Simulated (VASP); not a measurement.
Input of a VASP 6.6.1 run:

File POSCAR:

```
BaTiO3
1.0
    3.8702130982      0.0000000000      0.0000000000
    0.0000000000      2.7535905080      3.0348428924
    0.0000000000     -2.7535905080      3.0348428924
Ba Ti O
1 1 3
Direct
    0.0000000000      0.0044061013      0.0044061013
    0.5000000000      0.5135753574      0.5135753574
    0.0000000000      0.4947134011      0.4947134011
    0.5000000000      0.4954342955      0.9880908446
    0.5000000000      0.9880908446      0.4954342955
```

Contents of INCAR.step1:

```
SYSTEM = BaTiO3
PREC     = Accurate       ! precision mode
ENCUT    = 520            ! plane-wave cutoff, eV
ISMEAR   = 0              ! smearing method
SIGMA    = 0.05           ! smearing width, eV
LREAL    = .FALSE.        ! projectors in reciprocal space
LASPH    = .TRUE.         ! aspherical terms in the spheres
NELM     = 150            ! most SCF steps
LMAXMIX  = 4              ! l up to which the mixer works
LDAU     = .TRUE.         ! DFT+U
LDAUTYPE = 2            
LDAUL    = -1 2 -1        ! shell
LDAUU    = 0 4 0          ! U, eV
LDAUJ    = 0 0 0        
NBANDS   = 28             ! bands
GGA      = PE             ! functional
ALGO     = Normal         ! electronic algorithm
EDIFF    = 1E-4           ! SCF threshold, eV
LWAVE    = .TRUE.         ! write WAVECAR
LCHARG   = .FALSE.        ! write CHGCAR
```

File INCAR.step2:

```
SYSTEM = BaTiO3
PREC     = Accurate       ! precision mode
ENCUT    = 520            ! plane-wave cutoff, eV
EDIFF    = 1E-6           ! SCF threshold, eV
ISMEAR   = 0              ! smearing method
SIGMA    = 0.05           ! smearing width, eV
LREAL    = .FALSE.        ! projectors in reciprocal space
LASPH    = .TRUE.         ! aspherical terms in the spheres
NELM     = 150            ! most SCF steps
ALGO     = Normal         ! electronic algorithm
ISIF     = 2              ! what is computed and relaxed
LWAVE    = .FALSE.        ! write WAVECAR
LCHARG   = .TRUE.         ! write CHGCAR
LMAXMIX  = 4              ! l up to which the mixer works
LDAU     = .TRUE.         ! DFT+U
LDAUTYPE = 2            
LDAUL    = -1 2 -1        ! shell
LDAUU    = 0 4 0          ! U, eV
LDAUJ    = 0 0 0        
LDAUPRINT= 1            
METAGGA  = R2SCAN         ! meta-GGA
LMIXTAU  = .TRUE.       
LELF     = .TRUE.         ! ELF
LVHAR    = .TRUE.       
NBANDS   = 28             ! bands
ISTART   = 1
```

The input KPOINTS:

```
Automatic mesh
0
G
  6 6 6
  0 0 0
```

Potentials or basis: VASP PAW PBE potentials, release 64 (Ba_sv, Ti_sv, O).

Command:

```bash
$ cat potpaw_PBE.64/Ba_sv/POTCAR potpaw_PBE.64/Ti_sv/POTCAR potpaw_PBE.64/O/POTCAR > POTCAR
$ cp INCAR.step1 INCAR
$ mpirun -np 1 vasp_std > vasp.out
$ cp INCAR.step2 INCAR
$ mpirun -np 1 vasp_std > vasp.out
```

Problem. Predict the largest force.

Solution. 0.173 eV/Å.

Problem. Estimate the pressure.

Solution. 5.1 GPa.

Problem. Predict the band gap on the k mesh.

Solution. 2.52 eV (least direct gap 2.66 eV).

Forces on the atoms (eV/Å):
```
Ba   0.000  0.000 -0.004
Ti   0.000  0.000  0.052
O    0.000  0.000 -0.173
O    0.000 -0.160  0.063
O    0.000  0.160  0.063
```

Caveat: the stress differs along the axes, from -11 to 14 GPa; the PAW data sets were made with another functional, which shifts forces and pressure a little; spin-orbit coupling is left out, which moves the levels of the heavy elements. A k mesh can miss the band edges.
